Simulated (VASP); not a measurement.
# Mn (I-43m) in VASP: a series of runs

The runs below take Mn through single point, with revPBE.

Program: VASP 6.6.1. These are calculated values, not measurements. Logs are shortened: lines on timing, memory, paths and dates and some standing lists are left out, and cuts for length are marked.

## 1. The cell of the first run

It takes space group I-43m (No. 217, cubic). Conventional cell: a = 8.682 Å, b = 8.682 Å, c = 8.682 Å, α = 90.00°, β = 90.00°, γ = 90.00°. Within 3.3 Å of Mn (site symmetry 3m) lie 16 Mn at 2.52 to 2.83 Å. Within 3.0 Å of Mn (site symmetry m) lie 13 Mn at 2.27 to 2.83 Å. Within 2.9 Å of Mn (site symmetry m) lie 12 Mn at 2.18 to 2.83 Å. Within 3.6 Å of Mn (site symmetry -43m) lie 16 Mn at 2.70 to 2.73 Å.

## 2. Single point, revPBE, collinear spin

INCAR

```
ALGO = Normal ; EDIFF = 1E-6
ENCUT = 520 ; GGA = RE
ISIF = 2 ; ISMEAR = -1
ISPIN = 2 ; LASPH = T
LCHARG = F ; LMAXMIX = 4
LORBIT = 11 ; LREAL = Auto
LUSENCCL = F ; LWAVE = F
MAGMOM = -2.464 0.609 0.609 -0.191 -0.191 -0.191 -2.464 0.609 0.609 -0.191 -0.191 -0.191 -2.464 0.609 0.609 -0.191 -0.191 -0.191 3.084 -2.464 0.609 0.609 0.609 0.609 0.609 0.609 -0.191 -0.191 -0.191 ; NBANDS = 212
NELM = 150 ; PREC = Accurate
SIGMA = 0.05
```

KPOINTS

```
k-points
0
Gamma
  4 4 4
```

POSCAR

```
Mn
1.0
   -4.3411536567      4.3411536567      4.3411536567
    4.3411536567     -4.3411536567      4.3411536567
    4.3411536567      4.3411536567     -4.3411536567
Mn
29
Direct
    0.3636148710      1.0000000000      1.0000000000
    0.6114372541      0.3225885158      0.0000000000
    0.6114372541      0.0000000000      0.3225885158
    0.8049158419      0.6270572115      0.0000000000
    0.8049158419      1.0000000000      0.6270572115
    0.8221413696      0.1950841581      0.1950841581
    1.0000000000      0.3636148710      1.0000000000
    0.3225885158      0.6114372541      1.0000000000
    1.0000000000      0.6114372541      0.3225885158
    0.6270572115      0.8049158419      0.0000000000
    0.0000000000      0.8049158419      0.6270572115
    0.1950841581      0.8221413696      0.1950841581
    1.0000000000      1.0000000000      0.3636148710
    1.0000000000      0.3225885158      0.6114372541
    0.3225885158      1.0000000000      0.6114372541
    1.0000000000      0.6270572115      0.8049158419
    0.6270572115      1.0000000000      0.8049158419
    0.1950841581      0.1950841581      0.8221413696
    0.0000000000      0.0000000000      0.0000000000
    0.6363851290      0.6363851290      0.6363851290
    0.3885627459      0.3885627459      0.7111512617
    0.7111512617      0.3885627459      0.3885627459
    0.3885627459      0.7111512617      0.3885627459
    0.6774114842      0.6774114842      0.2888487383
    0.2888487383      0.6774114842      0.6774114842
    0.6774114842      0.2888487383      0.6774114842
    0.3729427885      0.3729427885      0.1778586304
    0.1778586304      0.3729427885      0.3729427885
    0.3729427885      0.1778586304      0.3729427885
```

Potentials or basis: VASP PAW PBE potentials, release 64 (Mn_pv).

Command:

```
> cat potpaw_PBE.64/Mn_pv/POTCAR > POTCAR
> mpirun -np 1 vasp_std > vasp.out
```

OUTCAR:

```text
EDIFF = 1E-6
   ENCUT = 520
   GGA = RE
   ISIF = 2
   ISMEAR = -1
   ISPIN = 2
   LASPH = T
   LORBIT = 11
   LREAL = Auto
   NELM = 150
   PREC = Accurate

 ion  position               nearest neighbor table
   1  0.364  0.000  0.000-   2 2.52   3 2.52  25 2.52  16 2.64  11 2.64  27 2.64  29 2.64  18 2.64
                            12 2.64  19 2.73   6 2.83  17 2.83  10 2.83  22 2.83  15 2.83   8 2.83
   2  0.611  0.323  0.000-   4 2.27   6 2.45  17 2.45   1 2.52  21 2.57  24 2.57  15 2.58  22 2.58
                             9 2.58  26 2.58  18 2.62  27 2.62   7 2.83
   3  0.611  0.000  0.323-   5 2.27   6 2.45  10 2.45   1 2.52  23 2.57  26 2.57  22 2.58   8 2.58
                            24 2.58  14 2.58  12 2.62  29 2.62  13 2.83
   4  0.805  0.627  0.000-  10 2.18   2 2.27  12 2.40  16 2.40   9 2.45  26 2.45  24 2.62  21 2.62
                            20 2.64  13 2.64  19 2.70   7 2.83
   5  0.805  0.000  0.627-  17 2.18   3 2.27  11 2.40  18 2.40  14 2.45  24 2.45  23 2.62  26 2.62
                             7 2.64  20 2.64  19 2.70  13 2.83
   6  0.822  0.195  0.195-  28 2.18  22 2.27  10 2.40  17 2.40   2 2.45   3 2.45  14 2.62   9 2.62
                             7 2.64  13 2.64  19 2.70   1 2.83
   7  0.000  0.364  0.000-   8 2.52   9 2.52  26 2.52  17 2.64   5 2.64  27 2.64  28 2.64  18 2.64
                             6 2.64  19 2.73  12 2.83   4 2.83  16 2.83  23 2.83  14 2.83   2 2.83
   8  0.323  0.611  0.000-  10 2.27  12 2.45  16 2.45   7 2.52  21 2.57  24 2.57  14 2.58  23 2.58
                             3 2.58  25 2.58  18 2.62  27 2.62   1 2.83
   9  0.000  0.611  0.323-  11 2.27  12 2.45   4 2.45   7 2.52  22 2.57  25 2.57   2 2.58  23 2.58
[... 27 lines left out ...]
  23  0.389  0.711  0.389-  12 2.27  27 2.45  28 2.45  20 2.52  15 2.57   3 2.57  24 2.58  25 2.58
                             9 2.58   8 2.58  17 2.62   5 2.62   7 2.83
  24  0.677  0.677  0.289-  27 2.27  11 2.45   5 2.45  13 2.52   8 2.57   2 2.57   9 2.58  22 2.58
                            23 2.58   3 2.58  10 2.62   4 2.62  20 2.83
  25  0.289  0.677  0.677-  28 2.27  17 2.45  10 2.45   1 2.52   9 2.57  14 2.57   8 2.58  21 2.58
                            23 2.58  15 2.58  11 2.62  16 2.62  20 2.83
  26  0.677  0.289  0.677-  29 2.27  16 2.45   4 2.45   7 2.52   3 2.57  15 2.57  14 2.58  21 2.58
                            22 2.58   2 2.58  17 2.62   5 2.62  20 2.83
  27  0.373  0.373  0.178-  18 2.18  24 2.27  28 2.40  29 2.40  23 2.45  22 2.45   2 2.62   8 2.62
                             7 2.64   1 2.64  19 2.70  20 2.83
  28  0.178  0.373  0.373-   6 2.18  25 2.27  27 2.40  29 2.40  23 2.45  21 2.45  14 2.62   9 2.62
                             7 2.64  13 2.64  19 2.70  20 2.83
  29  0.373  0.178  0.373-  12 2.18  26 2.27  27 2.40  28 2.40  22 2.45  21 2.45  15 2.62   3 2.62
                             1 2.64  13 2.64  19 2.70  20 2.83

  LATTYP: Found a body centered cubic cell.
 ALAT       =     8.6823073134

  Lattice vectors:

 A1 = (  -4.3411536567,   4.3411536567,   4.3411536567)
 A2 = (   4.3411536567,  -4.3411536567,   4.3411536567)
 A3 = (   4.3411536567,   4.3411536567,  -4.3411536567)

Analysis of symmetry for initial positions (statically):
=====================================================================
 Subroutine PRICEL returns:
 Original cell was already a primitive cell.

 Routine SETGRP: Setting up the symmetry group for a
 body centered cubic supercell.

 Subroutine GETGRP returns: Found 24 space group operations
 (whereof 24 operations were pure point group operations)
 out of a pool of 48 trial point group operations.

The static configuration has the point symmetry T_d .

Analysis of symmetry for dynamics (positions and initial velocities):
=====================================================================
 Subroutine PRICEL returns:
 Original cell was already a primitive cell.

 Routine SETGRP: Setting up the symmetry group for a
 body centered cubic supercell.

 Subroutine GETGRP returns: Found 24 space group operations
 (whereof 24 operations were pure point group operations)
 out of a pool of 48 trial point group operations.

The dynamic configuration has the point symmetry T_d .

Analysis of structural, dynamic, and magnetic symmetry:
=====================================================================
 Subroutine PRICEL returns:
 Original cell was already a primitive cell.

 Routine SETGRP: Setting up the symmetry group for a
 body centered cubic supercell.

 Subroutine GETGRP returns: Found 24 space group operations
 (whereof 24 operations were pure point group operations)
 out of a pool of 48 trial point group operations.

The overall configuration has the point symmetry T_d .

 Subroutine INISYM returns: Found 24 space group operations
 (whereof 24 operations are pure point group operations),
 and found     1 'primitive' translations

----------------------------------------------------------------------------------------

[... 128 lines left out ...]
   NELM   =    150;   NELMIN=  2; NELMDL= -5     # of ELM steps
   EDIFF  = 0.1E-05   stopping-criterion for ELM
   LREAL  =      T    real-space projection
   EDIFFG = 0.1E-04   stopping-criterion for IOM
   NSW    =      0    number of steps for IOM
   IBRION =     -1    ionic relax: 0-MD 1-quasi-New 2-CG
   NFREE  =      0    steps in history (QN), initial steepest desc. (CG)
   ISIF   =      2    stress and relaxation
   ISYM   =      2    0-nonsym 1-usesym 2-fastsym
   POTIM  = 0.5000    time-step for ionic-motion
   TEBEG  =    0.0;   TEEND  =   0.0 temperature during run
   PSTRESS=    0.0 pullay stress
   NELECT =     377.0000    total number of electrons
   NUPDOWN=      -1.0000    fix difference up-down
   EMIN   =  10.00;   EMAX   =-10.00  energy-range for DOS
   EFERMI =   0.00;   METHOD = LEGACY
   ISMEAR =    -1;   SIGMA  =   0.05  broadening in eV -4-tet -1-fermi 0-gaus
   EFERMI_NEDOS =   21; number of points for ismear=-14 and -15
   IALGO  =     38    algorithm
   IMIX   =      4    mixing-type and parameters
     AMIX     =   0.40;   BMIX     =  1.00
     AMIX_MAG =   1.60;   BMIX_MAG =  1.00
  volume/ion in A,a.u.               =      11.28        76.15
  Fermi-wavevector in a.u.,A,eV,Ry     =   1.716182  3.243115 40.072998  2.945282
  Thomas-Fermi vector in A             =   2.793416
   LORBIT       =     11    0 simple, 1 ext, 2 COOP (PROOUT), +10 PAW based schemes
   GGA     = RE    functional components
   LHFCALC =     F    Hartree Fock is set to
   AEXX    =    0.0000 exact exchange contribution
   IVDW    =     0    specifies the selected vdW correction
   LEPSILON=     F    determine dielectric tensor
   LRPA    =     F    only Hartree local field effects (RPA)
 spin polarized calculation
  energy-cutoff  :      520.00
  volume of cell :      327.25
 maximum number of plane-waves:      8824
   NGX = 27   NGY = 27   NGZ = 27

 number of electron     377.0000053 magnetization       0.0005812

 number of electron     377.0000053 magnetization      -0.0004783

 Free energy of the ion-electron system (eV)
  ---------------------------------------------------
  ext. energy  EPLUGINS =         0.00000000
  ---------------------------------------------------
  free energy    TOTEN  =      -248.13243501 eV

  energy without entropy =     -247.82639469  energy(sigma->0) =     -247.97941485

 E-fermi :   9.9308     XC(G=0): -13.6253

 val. band max:        9.9083914651   @ k =   0.2500   0.2500   0.2500
 cond. band min:       9.9351471149   @ k =   0.5000   0.5000   0.5000
 fundamental gap:      0.0267556498
 Fermi energy:         9.9307761973

 spin component 1

 k-point     1 :       0.0000    0.0000    0.0000
  band No.  band energies     occupation
      1     -38.6164      1.00000
      2     -38.5571      1.00000
      3     -38.5571      1.00000
      4     -38.5189      1.00000
      5     -38.5189      1.00000
      6     -38.5189      1.00000
[... 1613 lines left out ...]
    199      10.3339      0.00032
    200      10.3727      0.00015
 Fermi energy:         9.9307761973

 spin component 2

 k-point     1 :       0.0000    0.0000    0.0000
  band No.  band energies     occupation
      1     -38.6164      1.00000
      2     -38.5571      1.00000
      3     -38.5571      1.00000
      4     -38.5188      1.00000
      5     -38.5188      1.00000
      6     -38.5188      1.00000
[... 1613 lines left out ...]
    199      10.3337      0.00032
    200      10.3726      0.00015
 [bands above 200 left out]

------------------------ aborting loop because EDIFF is reached ----------------------------------------

  FORCE on cell =-STRESS in cart. coord.  units (eV):
  Direction    XX          YY          ZZ          XY          YZ          ZX
  --------------------------------------------------------------------------------------
  -------------------------------------------------------------------------------------
  Total      -13.3685513    -13.3685513    -13.3685513      0.0000000     -0.0000000      0.0000000
  in kB      -65.4514791    -65.4514791    -65.4514791      0.0000000     -0.0000000      0.0000000
  external PRESSURE =     -65.4514791 kB  Pullay stress =       0.0000000 kB

 VOLUME and BASIS-vectors are now :
 -----------------------------------------------------------------------------
  energy-cutoff  :      520.00
  volume of cell :      327.25
      direct lattice vectors                 reciprocal lattice vectors
    -4.341153657  4.341153657  4.341153657     0.000000000  0.115176757  0.115176757
     4.341153657 -4.341153657  4.341153657     0.115176757  0.000000000  0.115176757
     4.341153657  4.341153657 -4.341153657     0.115176757  0.115176757  0.000000000

 POSITION                                       TOTAL-FORCE (eV/Angst)
 -----------------------------------------------------------------------------------
     -1.57851      1.57851      1.57851         0.120376     -0.120376     -0.120376
     -1.25394      1.25394      4.05475        -0.027251      0.027251     -0.313019
     -1.25394      4.05475      1.25394        -0.027251     -0.313019      0.027251
     -0.77211      0.77211      6.21642         0.052434     -0.052434      0.379830
     -0.77211      6.21642      0.77211         0.052434      0.379830     -0.052434
     -1.87526      3.56904      3.56904        -0.379830      0.052434      0.052434
[... 21 lines left out ...]
      2.46589      0.77211      0.77211        -0.379830     -0.052434     -0.052434
      0.77211      2.46589      0.77211        -0.052434     -0.379830     -0.052434
 -----------------------------------------------------------------------------------
    total drift:                                0.000003      0.000003      0.000002

  FREE ENERGIE OF THE ION-ELECTRON SYSTEM (eV)
  ---------------------------------------------------
  free  energy   TOTEN  =      -248.1324350148 eV

  energy  without entropy=     -247.8263946927  energy(sigma->0) =     -247.97941485

 total charge

# of ion       s       p       d       tot
------------------------------------------
    1        0.356   6.322   5.027  11.705
    2        0.407   6.383   5.108  11.899
    3        0.407   6.383   5.108  11.899
    4        0.435   6.414   5.169  12.018
    5        0.435   6.414   5.169  12.018
    6        0.435   6.414   5.169  12.018
[... 21 lines left out ...]
   28        0.435   6.414   5.169  12.018
   29        0.435   6.414   5.169  12.018
--------------------------------------------------
tot         11.883 185.163 148.421 345.466

 magnetization (x)

# of ion       s       p       d       tot
------------------------------------------
    1       -0.000   0.000  -0.000  -0.000
    2       -0.000  -0.000   0.000   0.000
    3       -0.000  -0.000   0.000   0.000
    4        0.000   0.000   0.000   0.000
    5        0.000   0.000   0.000   0.000
    6        0.000   0.000   0.000   0.000
[... 21 lines left out ...]
   28        0.000   0.000   0.000   0.000
   29        0.000   0.000   0.000   0.000
--------------------------------------------------
tot          0.000   0.000  -0.001  -0.001
```

It took 11 min on 1 × NVIDIA H100 80GB with 1 thread of AMD EPYC 7R13 (Zen 3), shared host; peak memory 1.9 GiB.

What came out:

- Free energy: -248.1324 eV
- Pressure: -6.5 GPa
- Largest force: 0.387 eV/Å
- Net moment: 0.00 μB per cell
- Valence electrons inside the program's atomic spheres: Mn 11.71, 11.90, 12.02, 11.64 (each value once)

Forces in eV/Å, atoms in the order of the input:
```
Mn   0.120 -0.120 -0.120
Mn  -0.027  0.027 -0.313
Mn  -0.027 -0.313  0.027
Mn   0.052 -0.052  0.380
Mn   0.052  0.380 -0.052
Mn  -0.380  0.052  0.052
Mn  -0.120  0.120 -0.120
Mn   0.027 -0.027 -0.313
Mn  -0.313 -0.027  0.027
Mn  -0.052  0.052  0.380
Mn   0.380  0.052 -0.052
Mn   0.052 -0.380  0.052
Mn  -0.120 -0.120  0.120
Mn  -0.313  0.027 -0.027
Mn   0.027 -0.313 -0.027
Mn   0.380 -0.052  0.052
Mn  -0.052  0.380  0.052
Mn   0.052  0.052 -0.380
Mn   0.000  0.000  0.000
Mn   0.120  0.120  0.120
Mn  -0.027 -0.027  0.313
Mn   0.313 -0.027 -0.027
Mn  -0.027  0.313 -0.027
Mn   0.027  0.027  0.313
Mn   0.313  0.027  0.027
Mn   0.027  0.313  0.027
Mn  -0.052 -0.052 -0.380
Mn  -0.380 -0.052 -0.052
Mn  -0.052 -0.380 -0.052
```

Caveat: the cell stands under tension; the moments typed at the start vanished in this run; the PAW data sets were made with another functional, which shifts forces and pressure a little.

## 3. Single point, revPBE, collinear spin, ferrimagnetic start

INCAR

```
  ALGO = Normal
  EDIFF = 1E-6
  ENCUT = 520
  GGA = RE
  ISIF = 2
  ISMEAR = -1
  ISPIN = 2
  LASPH = True
  LCHARG = False
  LMAXMIX = 4
  LORBIT = 11
  LREAL = Auto
  LUSENCCL = False
  LWAVE = False
  MAGMOM = -2.5 0.6 0.6 -0.6 -0.6 -0.6 -2.5 0.6 0.6 -0.6 -0.6 -0.6 -2.5 0.6 0.6 -0.6 -0.6 -0.6 3 -2.5 0.6 0.6 0.6 0.6 0.6 0.6 -0.6 -0.6 -0.6
  NBANDS = 212
  NELM = 150
  PREC = Accurate
  SIGMA = 0.05
```

KPOINTS

```
k-points
0
Gamma
  3 3 3
```

POSCAR

```
Mn
1.0
   -4.3411615006      4.3411615006      4.3411615006
    4.3411615006     -4.3411615006      4.3411615006
    4.3411615006      4.3411615006     -4.3411615006
Mn
29
Direct
    0.3636154075      0.0000000000      0.0000000000
    0.6114369611      0.3225885520      0.0000000000
    0.6114369611      0.0000000000      0.3225885520
    0.8049148547      0.6270549890      0.0000000000
    0.8049148547      1.0000000000      0.6270549890
    0.8221401344      0.1950851453      0.1950851453
    1.0000000000      0.3636154075      0.0000000000
    0.3225885520      0.6114369611      1.0000000000
    1.0000000000      0.6114369611      0.3225885520
    0.6270549890      0.8049148547      0.0000000000
    0.0000000000      0.8049148547      0.6270549890
    0.1950851453      0.8221401344      0.1950851453
    1.0000000000      0.0000000000      0.3636154075
    1.0000000000      0.3225885520      0.6114369611
    0.3225885520      1.0000000000      0.6114369611
    1.0000000000      0.6270549890      0.8049148547
    0.6270549890      1.0000000000      0.8049148547
    0.1950851453      0.1950851453      0.8221401344
    0.0000000000      0.0000000000      0.0000000000
    0.6363845925      0.6363845925      0.6363845925
    0.3885630389      0.3885630389      0.7111515909
    0.7111515909      0.3885630389      0.3885630389
    0.3885630389      0.7111515909      0.3885630389
    0.6774114480      0.6774114480      0.2888484091
    0.2888484091      0.6774114480      0.6774114480
    0.6774114480      0.2888484091      0.6774114480
    0.3729450110      0.3729450110      0.1778598656
    0.1778598656      0.3729450110      0.3729450110
    0.3729450110      0.1778598656      0.3729450110
```

Potentials or basis: VASP PAW PBE potentials, release 64 (Mn_pv).

Command:

```
> cat potpaw_PBE.64/Mn_pv/POTCAR > POTCAR
> mpirun -np 1 vasp_std > vasp.out
```

Wall time 6.2 min (1 × NVIDIA H100 80GB with 1 thread of AMD EPYC 7R13 (Zen 3), shared host); peak memory 1.7 GiB.

It converged, with:

| Quantity | Value |
| --- | --- |
| Free energy | -248.1176 eV |
| Pressure | -6.5 GPa |
| Largest force | 0.395 eV/Å |
| Net moment | 0.00 μB per cell |
| Valence electrons inside the program's atomic spheres | Mn 11.71, 11.90, 12.02, 11.64 (each value once) |

Forces in eV/Å, atoms in the order of the input:
```
Mn   0.140 -0.140 -0.140
Mn  -0.035  0.035 -0.286
Mn  -0.035 -0.286  0.035
Mn   0.030 -0.030  0.393
Mn   0.030  0.393 -0.030
Mn  -0.393  0.030  0.030
Mn  -0.140  0.140 -0.140
Mn   0.035 -0.035 -0.286
Mn  -0.286 -0.035  0.035
Mn  -0.030  0.030  0.393
Mn   0.393  0.030 -0.030
Mn   0.030 -0.393  0.030
Mn  -0.140 -0.140  0.140
Mn  -0.286  0.035 -0.035
Mn   0.035 -0.286 -0.035
Mn   0.393 -0.030  0.030
Mn  -0.030  0.393  0.030
Mn   0.030  0.030 -0.393
Mn   0.000  0.000  0.000
Mn   0.140  0.140  0.140
Mn  -0.035 -0.035  0.286
Mn   0.286 -0.035 -0.035
Mn  -0.035  0.286 -0.035
Mn   0.035  0.035  0.286
Mn   0.286  0.035  0.035
Mn   0.035  0.286  0.035
Mn  -0.030 -0.030 -0.393
Mn  -0.393 -0.030 -0.030
Mn  -0.030 -0.393 -0.030
```

Levels at points of the mesh, in eV from the Fermi level:
Spin up:
```tsv
k point	band 186	band 187	band 188	band 189	band 190	band 191
(0.00, 0.00, 0.00)	-0.22	-0.22	-0.17	-0.17	-0.17	-0.01
```
Spin down:
| k point | band 186 | band 187 | band 188 | band 189 | band 190 | band 191 |
| --- | --- | --- | --- | --- | --- | --- |
| (0.00, 0.00, 0.00) | -0.22 | -0.22 | -0.17 | -0.17 | -0.17 | -0.01 |

Caveat: the cell stands under tension; the moments typed at the start vanished in this run; the PAW data sets were made with another functional, which shifts forces and pressure a little.
